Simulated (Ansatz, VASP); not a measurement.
**C: VASP beside Ansatz**

INCAR

```
SYSTEM = C
PREC = Accurate
ENCUT = 520
EDIFF = 1E-6
ISMEAR = -1
SIGMA = 0.08
LREAL = .FALSE.
LASPH = .TRUE.
NELM = 80
ALGO = Normal
ISIF = 2
LWAVE = .FALSE.
LCHARG = .FALSE.
GGA = CA
NBANDS = 11
```

Contents of KPOINTS:

```
Automatic mesh
0
G
  20 20 20
  0 0 0
```

The input POSCAR:

```
C
1.0
    0.0535020000      1.8101510000      1.8101510000
    1.8101510000      0.0535020000      1.8101510000
    1.8101510000      1.8101510000      0.0535020000
C
2
Direct
    0.5000000000      0.5000000000      0.5000000000
    0.7500000000      0.7500000000      0.7500000000
```

Input for Ansatz:

```yaml
crystal:
  lattice:
    - [0.053502, 1.810151, 1.810151]
    - [1.810151, 0.053502, 1.810151]
    - [1.810151, 1.810151, 0.053502]
  atoms:
    - { symbol: C, position: [0.5, 0.5, 0.5] }
    - { symbol: C, position: [0.75, 0.75, 0.75] }
kpoints:
  mp_grid: { grid: [20, 20, 20] }
  band_path:
    path:
      - [0.0, 0.0, 0.0]
      - [0.5, 0.5, 0.5]
      - [0.2428775097, 0.5, 0.7571224903]
      - [-0.2428775097, 0.2428775097, 0.5]
      - [0.0, 0.0, 0.5]
      - [0.0, 0.0, 0.0]
      - [-0.3714387548, 0.0, 0.3714387548]
      - [0.0, 0.3714387548, 0.6285612452]
      - [0.0, 0.5, 0.5]
    npoints: 5
scf:
  occupations: { method: fermi_dirac, width: 0.08 }
hamiltonian:
  xc: lda
  pseudopotentials: { kind: all_electron, lapw: { basis_error: 0.0005 } }
output:
  forces: true
  stress: true
  eigenvalues: true
```

Change from the starting cell: equal xy, yz and zx shear strains of +3 %.

Alike in both runs: task single point; functional LDA; k mesh 20 × 20 × 20; occupations fermi-dirac, width 0.08 eV; no spin polarisation.

|  | VASP | Ansatz |
| --- | --- | --- |
| version | VASP 6.6.1 | Ansatz 0.2.0 |
| potentials or method | VASP PAW LDA potentials, release 64 (C), cutoff 520 eV | all-electron LAPW, scalar-relativistic |

Ansatz gave:

| Property | Result |
| --- | --- |
| gap on the k mesh at the Fermi level (eV) | 3.99 |
| pressure (GPa) | -11.6 |
| traceless stress, the component that is largest in VASP (GPa) | -16.17 |
| rms of the force components (eV/Å) | 0.011 |

Task: Estimate VASP's values.

Result: gap on the k mesh at the Fermi level (eV): 3.99; pressure (GPa): -10.3; traceless stress, the component that is largest in VASP (GPa): -16.24; rms of the force components (eV/Å): 0.019.

LDA's correlation is that of Perdew and Zunger in VASP and of Perdew and Wang (1992) in Ansatz. Atom by atom the forces differ by 0.008 eV/Å (rms over components). Ansatz ran all-electron here, and VASP with PAW potentials.
